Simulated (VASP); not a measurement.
# NaCl (I4/mmm) in VASP: notebook

NaCl is run at these levels: PBE; tasks: single point.

Everything below comes from runs of VASP 6.6.1. Logs are shortened: lines on timing, memory, paths and dates and some standing lists are left out, and cuts for length are marked.

## Step 1: The cell of the first run

The structure is tetragonal, space group I4/mmm (No. 139). The conventional cell has a = 4.005 Å, b = 4.005 Å, c = 5.748 Å, α = 90.00°, β = 90.00°, γ = 90.00°. Na (site symmetry 4/mmm) has 6 Cl at 2.83 to 2.87 Å within 3.7 Å. Within 3.7 Å of Cl (site symmetry 4/mmm) lie 6 Na at 2.83 to 2.87 Å.

## Step 2: Single point, PBE (strain +0.0150 x Voigt [0, 1, 0, 0, 0, 0])

INCAR

```
  ALGO = Normal
  EDIFF = 1E-6
  ENCUT = 520
  GGA = PE
  ISIF = 2
  ISMEAR = 0
  LASPH = True
  LCHARG = False
  LREAL = False
  LWAVE = False
  NBANDS = 14
  NELM = 60
  PREC = Accurate
  SIGMA = 0.05
```

KPOINTS

```
k-points
0
Gamma
  8 8 8
```

POSCAR

```
NaCl
1.0
    0.0000000000      2.8742262500      2.8317500000
    2.8317500000      0.0000000000      2.8317500000
    2.8317500000      2.8742262500      0.0000000000
Na Cl
1 1
Direct
    0.0000000000      0.0000000000      0.0000000000
    0.5000000000      0.5000000000      0.5000000000
```

Potentials or basis: VASP PAW PBE potentials, release 64 (Na_pv, Cl).

Run with:

```sh
$ cat potpaw_PBE.64/Na_pv/POTCAR potpaw_PBE.64/Cl/POTCAR > POTCAR
$ mpirun -np 1 vasp_std > vasp.out
```

OUTCAR:

```text
EDIFF = 1E-6
   ENCUT = 520
   GGA = PE
   ISIF = 2
   ISMEAR = 0
   LASPH = True
   LREAL = False
   NELM = 60
   PREC = Accurate

 ion  position               nearest neighbor table
   1  0.000  0.000  0.000-
   2  0.500  0.500  0.500-

  LATTYP: Found a body centered tetragonal cell.
 ALAT       =     4.0046992553
 C/A-ratio  =     1.4354267658

  Lattice vectors:

 A1 = (   0.0000000000,  -2.8742262500,   2.8317500000)
 A2 = (   0.0000000000,  -2.8742262500,  -2.8317500000)
 A3 = (   2.8317500000,   2.8742262500,   0.0000000000)

Analysis of symmetry for initial positions (statically):
=====================================================================
 Subroutine PRICEL returns:
 Original cell was already a primitive cell.

 Routine SETGRP: Setting up the symmetry group for a
 body centered tetragonal supercell.

 Subroutine GETGRP returns: Found 16 space group operations
 (whereof 16 operations were pure point group operations)
 out of a pool of 16 trial point group operations.

The static configuration has the point symmetry D_4h.

Analysis of symmetry for dynamics (positions and initial velocities):
=====================================================================
 Subroutine PRICEL returns:
 Original cell was already a primitive cell.

 Routine SETGRP: Setting up the symmetry group for a
 body centered tetragonal supercell.

 Subroutine GETGRP returns: Found 16 space group operations
 (whereof 16 operations were pure point group operations)
 out of a pool of 16 trial point group operations.

The dynamic configuration has the point symmetry D_4h.

 Subroutine INISYM returns: Found 16 space group operations
 (whereof 16 operations are pure point group operations),
 and found     1 'primitive' translations

----------------------------------------------------------------------------------------

                                     Primitive cell

  volume of cell :      46.0957

  direct lattice vectors                    reciprocal lattice vectors
     0.000000000  2.874226250  2.831750000    -0.176569259  0.173959861  0.176569259
     2.831750000  0.000000000  2.831750000     0.176569259 -0.173959861  0.176569259
     2.831750000  2.874226250  0.000000000     0.176569259  0.173959861 -0.176569259

  length of vectors
     4.034846292  4.004699255  4.034846292     0.304327850  0.304327850  0.304327850

  position of ions in fractional coordinates (direct lattice)
     0.000000000  0.000000000  0.000000000
     0.500000000  0.500000000  0.500000000

[... 87 lines left out ...]
   NELECT =      14.0000    total number of electrons
   NUPDOWN=      -1.0000    fix difference up-down
   EMIN   =  10.00;   EMAX   =-10.00  energy-range for DOS
   EFERMI =   0.00;   METHOD = LEGACY
   ISMEAR =     0;   SIGMA  =   0.05  broadening in eV -4-tet -1-fermi 0-gaus
   EFERMI_NEDOS =   21; number of points for ismear=-14 and -15
   IALGO  =     38    algorithm
   IMIX   =      4    mixing-type and parameters
     AMIX     =   0.40;   BMIX     =  1.00
     AMIX_MAG =   1.60;   BMIX_MAG =  1.00
  volume/ion in A,a.u.               =      23.05       155.53
  Fermi-wavevector in a.u.,A,eV,Ry     =   1.100434  2.079518 16.476037  1.210955
  Thomas-Fermi vector in A             =   2.236845
   LORBIT       =      0    0 simple, 1 ext, 2 COOP (PROOUT), +10 PAW based schemes
   GGA     = PE    functional components
   LHFCALC =     F    Hartree Fock is set to
   AEXX    =    0.0000 exact exchange contribution
   IVDW    =     0    specifies the selected vdW correction
   LEPSILON=     F    determine dielectric tensor
   LRPA    =     F    only Hartree local field effects (RPA)
 non-spin polarized calculation
 Gauss-broadening in eV      SIGMA  =   0.05
  energy-cutoff  :      520.00
  volume of cell :       46.10
 maximum number of plane-waves:      1263
   NGX = 15   NGY = 15   NGZ = 15

 number of electron      13.9999992 magnetization

 Free energy of the ion-electron system (eV)
  ---------------------------------------------------
  ext. energy  EPLUGINS =         0.00000000
  ---------------------------------------------------
  free energy    TOTEN  =        -6.77711224 eV

  energy without entropy =       -6.77711224  energy(sigma->0) =       -6.77711224

 E-fermi :  -0.6790     XC(G=0):  -8.0497

 val. band max:       -0.8791554369   @ k =   0.0000   0.0000   0.0000
 cond. band min:       4.1167261689   @ k =   0.0000   0.0000   0.0000
 fundamental gap:      4.9958816058
 Fermi energy:        -0.6790075990

 k-point     1 :       0.0000    0.0000    0.0000
  band No.  band energies     occupation
      1     -21.7609      2.00000
      2     -21.7583      2.00000
      3     -21.7583      2.00000
      4     -13.4859      2.00000
      5      -0.8909      2.00000
      6      -0.8909      2.00000
      7      -0.8792      2.00000
      8       4.1167      0.00000
      9      10.1321      0.00000
     10      10.2417      0.00000
     11      10.2417      0.00000
     12      12.2396      0.00000
     13      12.4189      0.00000
     14      13.8918      0.00000
[... 377 lines left out ...]
      1     -21.7777      2.00000
      2     -21.7624      2.00000
      3     -21.7609      2.00000
      4     -13.2408      2.00000
      5      -2.3075      2.00000
      6      -1.2064      2.00000
      7      -1.1538      2.00000
      8       6.4076      0.00000
      9       8.7858      0.00000
     10       9.6177      0.00000
     11      10.6705      0.00000
     12      12.5435      0.00000
     13      13.9196      0.00000
     14      15.1454      0.00000

 [... further k-points ...]

------------------------ aborting loop because EDIFF is reached ----------------------------------------

  FORCE on cell =-STRESS in cart. coord.  units (eV):
  Direction    XX          YY          ZZ          XY          YZ          ZX
  --------------------------------------------------------------------------------------
  -------------------------------------------------------------------------------------
  Total        0.0616038     -0.0889595      0.0616038     -0.0000000     -0.0000000      0.0000000
  in kB        2.1412019     -3.0920193      2.1412019     -0.0000000     -0.0000000      0.0000000
  external PRESSURE =       0.3967948 kB  Pullay stress =       0.0000000 kB

 VOLUME and BASIS-vectors are now :
 -----------------------------------------------------------------------------
  energy-cutoff  :      520.00
  volume of cell :       46.10
      direct lattice vectors                 reciprocal lattice vectors
     0.000000000  2.874226250  2.831750000    -0.176569259  0.173959861  0.176569259
     2.831750000  0.000000000  2.831750000     0.176569259 -0.173959861  0.176569259
     2.831750000  2.874226250  0.000000000     0.176569259  0.173959861 -0.176569259

 POSITION                                       TOTAL-FORCE (eV/Angst)
 -----------------------------------------------------------------------------------
      0.00000      0.00000      0.00000        -0.000000     -0.000000      0.000000
      2.83175      2.87423      2.83175         0.000000      0.000000     -0.000000
 -----------------------------------------------------------------------------------
    total drift:                               -0.000000      0.000000      0.000000

  FREE ENERGIE OF THE ION-ELECTRON SYSTEM (eV)
  ---------------------------------------------------
  free  energy   TOTEN  =        -6.7771122399 eV

  energy  without entropy=       -6.7771122398  energy(sigma->0) =       -6.77711224
```

OSZICAR:

```text
N       E                     dE             d eps       ncg     rms          rms(c)
DAV:   1     0.101577868694E+03    0.10158E+03   -0.71273E+03  1676   0.101E+03
DAV:   2     0.167722199165E+01   -0.99901E+02   -0.91652E+02  1792   0.272E+02
DAV:   3    -0.684087514413E+01   -0.85181E+01   -0.84634E+01  2120   0.725E+01
DAV:   4    -0.697788016295E+01   -0.13701E+00   -0.13694E+00  1928   0.101E+01
DAV:   5    -0.698088957092E+01   -0.30094E-02   -0.30093E-02  2164   0.150E+00    0.215E+00
DAV:   6    -0.678288774108E+01    0.19800E+00   -0.33365E-01  2000   0.327E+00    0.159E+00
DAV:   7    -0.677118983081E+01    0.11698E-01   -0.82183E-02  2258   0.162E+00    0.109E+00
DAV:   8    -0.677710593278E+01   -0.59161E-02   -0.10432E-02  1838   0.861E-01    0.300E-01
DAV:   9    -0.677699224941E+01    0.11368E-03   -0.21947E-04  2102   0.112E-01    0.170E-01
DAV:  10    -0.677712514830E+01   -0.13290E-03   -0.36951E-04  1916   0.141E-01    0.746E-02
DAV:  11    -0.677711242322E+01    0.12725E-04   -0.21443E-05  2132   0.403E-02    0.188E-02
DAV:  12    -0.677711223985E+01    0.18337E-06   -0.29551E-06  2006   0.147E-02
   1 F= -.67771122E+01 E0= -.67771122E+01  d E =-.783829E-11
```

It took 73 s on 1 thread of AMD EPYC 7R13, shared host; peak memory 0.15 GiB.

Results:

| Item | Value |
| --- | --- |
| Free energy | -6.7771 eV |
| Pressure | 0.0 GPa |
| Band gap on the k mesh | 5.00 eV, direct |

Stress tensor (GPa, compression positive):
```
 0.21  0.00  0.00
 0.00 -0.31  0.00
 0.00  0.00  0.21
```

Levels at points of the mesh, in eV from the valence-band top:
```csv
k point,band 4,band 5,band 6,band 7,band 8,band 9,band 10,band 11
"(0.00, 0.00, 0.00)",-12.61,-0.01,-0.01,0.00,5.00,11.01,11.12,11.12
"(0.50, 0.00, 0.00)",-12.30,-1.85,-0.26,-0.25,7.22,10.39,10.83,10.97
"(0.50, 0.50, 0.00)",-12.25,-1.59,-0.61,-0.56,7.45,8.07,11.17,14.39
"(0.50, 0.00, 0.50)",-12.26,-1.60,-0.56,-0.56,7.45,8.13,11.02,14.59
```

Caveat: the cell differs from its parent crystal (strain +0.0150 x Voigt [0, 1, 0, 0, 0, 0]). A k mesh can miss the band edges.

## Step 3: Single point, PBE (strain +0.0050 x Voigt [0, 1, 0, 0, 0, 0])

INCAR

```
PREC = Accurate
ENCUT = 520
EDIFF = 1E-7
ISMEAR = 0
SIGMA = 0.05
LREAL = False
LASPH = True
NELM = 100
ALGO = Normal
ISIF = 2
LWAVE = False
LCHARG = False
GGA = PE
NBANDS = 14
```

KPOINTS

```
regular mesh
0
Gamma
  8 8 8
```

POSCAR

```
NaCl
1.0
    0.0000000000      2.8459087500      2.8317500000
    2.8317500000      0.0000000000      2.8317500000
    2.8317500000      2.8459087500      0.0000000000
Na Cl
1 1
Direct
    0.0000000000      0.0000000000      0.0000000000
    0.5000000000      0.5000000000      0.5000000000
```

Potentials or basis: VASP PAW PBE potentials, release 64 (Na_pv, Cl).

Run with:

```sh
$ cat potpaw_PBE.64/Na_pv/POTCAR potpaw_PBE.64/Cl/POTCAR > POTCAR
$ mpirun -np 1 vasp_std > vasp.out
```

Wall time 81 s (1 thread of AMD EPYC 7R13, shared host); peak memory 0.15 GiB.

The run converged. Its results:

* Free energy: -6.7772 eV
* Pressure: 0.3 GPa
* Band gap on the k mesh: 5.04 eV, direct

Stress tensor (GPa, compression positive):
```
0.33 0.00 0.00
0.00 0.14 0.00
0.00 0.00 0.33
```

Levels at points of the mesh, in eV from the valence-band top:
```csv
k point,band 3,band 4,band 5,band 6,band 7,band 8,band 9,band 10,band 11,band 12
"(0.00, 0.00, 0.00)",-20.85,-12.62,0.00,0.00,0.00,5.04,11.07,11.11,11.11,13.21
"(0.50, 0.00, 0.00)",-20.86,-12.30,-1.87,-0.26,-0.25,7.24,10.48,10.90,10.95,14.87
"(0.50, 0.50, 0.00)",-20.86,-12.26,-1.61,-0.59,-0.58,7.48,8.08,11.21,14.57,14.64
"(0.50, 0.00, 0.50)",-20.86,-12.26,-1.62,-0.57,-0.57,7.48,8.10,11.16,14.64,14.64
```

Caveat: the cell differs from its parent crystal (strain +0.0050 x Voigt [0, 1, 0, 0, 0, 0]).

## Step 4: Single point, PBE (strain +0.0200 x Voigt [0, 1, 0, 0, 0, 0])

INCAR

```
SYSTEM = NaCl
  PREC = Accurate
  ENCUT = 520
  EDIFF = 1E-6
  ISMEAR = 0
  SIGMA = 0.05
  LREAL = .False.
  LASPH = .True.
  NELM = 100
  ALGO = Normal
  ISIF = 2
  LWAVE = .False.
  LCHARG = .False.
  GGA = PE
  NBANDS = 14
```

KPOINTS

```
Automatic mesh
0
Gamma
  8 8 8
  0 0 0
```

POSCAR

```
NaCl
1.0
    0.0000000000      2.8883850000      2.8317500000
    2.8317500000      0.0000000000      2.8317500000
    2.8317500000      2.8883850000      0.0000000000
Na Cl
1 1
Direct
    0.0000000000      0.0000000000      0.0000000000
    0.5000000000      0.5000000000      0.5000000000
```

Run with:

```sh
$ cat potpaw_PBE.64/Na_pv/POTCAR potpaw_PBE.64/Cl/POTCAR > POTCAR
$ mpirun -np 1 vasp_std > vasp.out
```

It took 66 s on 1 thread of AMD EPYC 7R13, shared host; peak memory 0.15 GiB.

Results (log left out):

```yaml
Free_energy: -6.7766 eV
Pressure: -0.1 GPa
Band_gap_on_the_k_mesh: 4.98 eV, direct
```

Stress tensor (GPa, compression positive):
```
 0.16  0.00  0.00
 0.00 -0.51  0.00
 0.00  0.00  0.16
```

Levels at points of the mesh, in eV from the valence-band top:
```csv
k point,band 5,band 6,band 7,band 8,band 9,band 10
"(0.00, 0.00, 0.00)",-0.02,-0.02,0.00,4.98,10.98,11.13
"(0.50, 0.00, 0.00)",-1.84,-0.27,-0.25,7.20,10.35,10.79
"(0.50, 0.50, 0.00)",-1.58,-0.62,-0.56,7.43,8.07,11.15
"(0.50, 0.00, 0.50)",-1.59,-0.55,-0.55,7.43,8.14,10.96
```

Caveat: the cell differs from its parent crystal (strain +0.0200 x Voigt [0, 1, 0, 0, 0, 0]).

## Step 5: Summary

```csv
cell,gap on the mesh (eV),pressure (GPa)
"a = 4.035, b = 4.005 Å, angles 60.2, 59.5, 60.2°, 2 atoms",5.00,0.0
"a = 4.015, b = 4.005 Å, angles 60.1, 59.8, 60.1°, 2 atoms",5.04,0.3
"a = 4.045, b = 4.005 Å, angles 60.3, 59.3, 60.3°, 2 atoms",4.98,-0.1
```

Alike in all rows: task single point; level PBE; potentials or basis VASP PAW PBE potentials, release 64 (Na_pv, Cl); no spin polarisation; k mesh 8 × 8 × 8; cutoff (eV) 520; smearing gaussian 0.05 eV.

Total energies depend on the potentials used, so only differences within one code and one set of settings carry meaning.
